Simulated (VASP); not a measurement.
Write the native input for VASP 6.6.1 that does the following.

```yaml
Task: relaxation of the atoms
Functional: LDA
Potentials_or_basis: VASP PAW LDA potentials, release 64 (O)
Cutoff: 520 eV
k_mesh: 1 × 1 × 1
Occupations: gaussian, width 0.05 eV
Spin: collinear spin, ferromagnetic start
Starting_moments: "[1.0, 1.0] μB"
Dipole_correction: no
Further_INCAR_settings: ALGO = Normal; EDIFF = 1e-06; IBRION = 2; EDIFFG = -0.01; NSW = 50
```

The structure of O2 lies in POSCAR:

```
O
1.0
    9.0000000000      0.0000000000      0.0000000000
    0.0000000000      9.5000000000      0.0000000000
    0.0000000000      0.0000000000     10.0000000000
O
2
Direct
    0.5000000000      0.5000000000      0.4385000000
    0.5000000000      0.5000000000      0.5615000000
```

The input as run:

INCAR

```
PREC = Accurate ; ENCUT = 520
EDIFF = 1E-6 ; ISMEAR = 0
SIGMA = 0.05 ; LREAL = False
LASPH = True ; NELM = 150
ALGO = Normal ; ISIF = 2
LWAVE = False ; LCHARG = False
ISPIN = 2 ; MAGMOM = 1 1
LORBIT = 11 ; IBRION = 2
NSW = 50 ; EDIFFG = -0.01
```

KPOINTS

```
regular mesh
0
Gamma
  1 1 1
```

Potentials or basis: VASP PAW LDA potentials, release 64 (O).

The run is started by

```console
$ cat potpaw_LDA.64/O/POTCAR > POTCAR
$ mpirun -np 1 vasp_gam > vasp.out
```

It gave:

- Energy gained by relaxing: 1.5 meV/atom
- Ionic steps: 3
- Largest force after relaxing: 0.009 eV/Å
- Gap between the frontier levels: 1.97 eV
- Net moment: 2.00 μB per cell
- Site moments: O +0.81 μB
- Valence electrons inside the program's atomic spheres: O 4.89

Caveat: the standard files for N, O and F lose accuracy on very short bonds.

Wall time 77 s on 1 thread of Oxide Virtual Turin-like Processor (shared host), peak memory 0.6 GiB.
